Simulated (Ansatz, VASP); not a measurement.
GaN: VASP beside Ansatz

```
CELL_PARAMETERS angstrom
0.00000 2.25350 2.25350
2.25350 0.00000 2.25350
2.25350 2.25350 0.00000
ATOMIC_POSITIONS crystal
Ga 0.98078 0.98078 0.98078
N 0.75000 0.75000 0.75000
```

Change from the starting cell: all Ga atoms moved +0.150 Å, as atom 1 towards its neighbour atom 2 (N) at 1.952 Å.

Alike in both runs: task single point; functional r2SCAN; k mesh 10 × 10 × 10; occupations gaussian, width 0.2 eV; no spin polarisation.

```csv
,VASP,Ansatz
version,VASP 6.6.1,Ansatz 0.2.0
potentials or method,"VASP PAW PBE potentials, release 64 (Ga_d, N), cutoff 520 eV","scalar-relativistic, plane waves, PAW"
valence electrons in the cell,18,18
```

|  | VASP | Ansatz | Ansatz less VASP |
| --- | --- | --- | --- |
| gap on the k mesh at the Fermi level (eV) | 1.96 | 1.97 | +0.004 |
| least direct gap on the mesh (eV) | 1.96 | 1.97 | +0.004 |
| pressure (GPa) | 2.9 | 1.8 | -1.14 |
| traceless stress, the component that is largest in VASP (GPa) | 7.60 | 7.37 | -0.227 |
| rms of the force components (eV/Å) | 1.601 | 1.577 | -0.0239 |

VASP's potentials were made for PBE, not for r2SCAN. Atom by atom the forces differ by 0.024 eV/Å (rms over components). The functional is the same, so the differences come from potentials, cutoffs and numerics.
